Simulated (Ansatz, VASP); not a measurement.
**Two plane-wave programs on AlN**

File INCAR:

```
ALGO = Normal ; EDIFF = 1E-6
ENCUT = 520 ; GGA = PS
ISIF = 2 ; ISMEAR = 0
LASPH = T ; LCHARG = T
LELF = T ; LREAL = F
LVHAR = T ; LWAVE = F
NBANDS = 11 ; NELM = 60
PREC = Accurate ; SIGMA = 0.05
```

Contents of KPOINTS:

```
k-points
0
Gamma
  10 10 10
```

The input POSCAR:

```
AlN
1.0
    0.0000000000      2.0864464112      2.2397618115
    2.2397618115      0.0000000000      2.2397618115
    2.2397618115      2.0864464112      0.0000000000
Al N
1 1
Direct
   -0.0067599835      0.0067599835      0.0067599835
    0.7630216860      0.7369783140      0.7369783140
```

Input for Ansatz:

```yaml
crystal:
  lattice:
    - [0.0, 2.0864464112, 2.2397618115]
    - [2.2397618115, 0.0, 2.2397618115]
    - [2.2397618115, 2.0864464112, 0.0]
  atoms:
    - { symbol: Al, position: [-0.0067599835, 0.0067599835, 0.0067599835] }
    - { symbol: "N", position: [0.763021686, 0.736978314, 0.736978314] }
basis:
  ecutwfc: 520.0
kpoints:
  mp_grid: { grid: [10, 10, 10] }
hamiltonian:
  xc: pbesol
  pseudopotentials: { kind: paw, azcp: { folder: soft_1 } }
scf:
  occupations: { method: gaussian, width: 0.05 }
output:
  forces: true
  stress: true
  eigenvalues: true
  write_density: true
  write_potential: true
  elf: true
  volumetric_format: npy
```

Change from the starting cell: mode 4 frozen in at -0.057 Å, strain +e along z and -e/2 along x and y -0.0467.

Alike in both runs: task single point; functional PBEsol; k mesh 10 × 10 × 10; occupations gaussian, width 0.05 eV; no spin polarisation.

|  | VASP | Ansatz |
| --- | --- | --- |
| version | VASP 6.6.1 | Ansatz 0.2.0 |
| potentials or method | VASP PAW PBE potentials, release 64 (Al, N), cutoff 520 eV | scalar-relativistic, plane waves, PAW |
| valence electrons in the cell | 8 | 8 |

|  | VASP | Ansatz | Ansatz less VASP |
| --- | --- | --- | --- |
| gap on the k mesh at the Fermi level (eV) | 2.71 | 2.72 | +0.009 |
| least direct gap on the mesh (eV) | 3.75 | 3.74 | -0.015 |
| pressure (GPa) | 1.0 | 0.9 | -0.03 |
| traceless stress, the component that is largest in VASP (GPa) | -6.12 | -6.02 | +0.100 |
| rms of the force components (eV/Å) | 0.750 | 0.745 | -0.0058 |

VASP's potentials were made for PBE, not for PBEsol, and Ansatz warns of the same on its side. Atom by atom the forces differ by 0.006 eV/Å (rms over components).
